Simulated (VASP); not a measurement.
A run of VASP 6.6.1 is set up as follows.

INCAR

```
PREC = Accurate ; ENCUT = 600
EDIFF = 1E-6 ; ISMEAR = 0
SIGMA = 0.1 ; LREAL = False
LASPH = True ; NELM = 100
ALGO = Normal ; ISIF = 3
LWAVE = False ; LCHARG = False
GGA = PE ; IBRION = 2
NSW = 100 ; EDIFFG = -0.01
```

The input KPOINTS:

```
regular mesh
0
Gamma
  12 12 2
```

The input POSCAR:

```
TiH5
1.0
    2.9554163200      0.0000000000      0.0000000000
   -1.4777081600      2.5594656119      0.0000000000
    0.0000000000      0.0000000000     17.2382901561
Ti H
2 10
Direct
    0.6666666667      0.3333333333      0.9211622041
    0.3333333333      0.6666666667      0.0788377959
    0.3333333333      0.6666666667      0.9661605676
    0.0000000000      0.0000000000      0.8665572312
    0.0000000000      0.0000000000      0.1334427688
    0.6666666667      0.3333333333      0.0338394324
    0.3333333333      0.6666666667      0.3034327558
    0.3333333333      0.6666666667      0.3468534183
    0.6666666667      0.3333333333      0.6965672442
    0.6666666667      0.3333333333      0.6531465817
    0.0000000000      0.0000000000      0.4782954445
    0.0000000000      0.0000000000      0.5217045555
```

Potentials or basis: VASP PAW PBE potentials, release 64 (Ti_sv, H).

Launch:

```sh
$ cat potpaw_PBE.64/Ti_sv/POTCAR potpaw_PBE.64/H/POTCAR > POTCAR
$ mpirun -np 1 vasp_std > vasp.out
```

What does it give for the band gap on the k mesh?

Zero (bands 17 and 18 overlap by 0.63 eV).

Forces on the atoms (eV/Å):
```
Ti   0.000  0.000 -0.004
Ti   0.000  0.000  0.004
H    0.000  0.000  0.004
H    0.000  0.000 -0.005
H    0.000  0.000  0.005
H    0.000  0.000 -0.004
H    0.000  0.000 -0.002
H    0.000  0.000  0.002
H    0.000  0.000  0.002
H    0.000  0.000 -0.002
H    0.000  0.000 -0.001
H    0.000  0.000  0.001
```
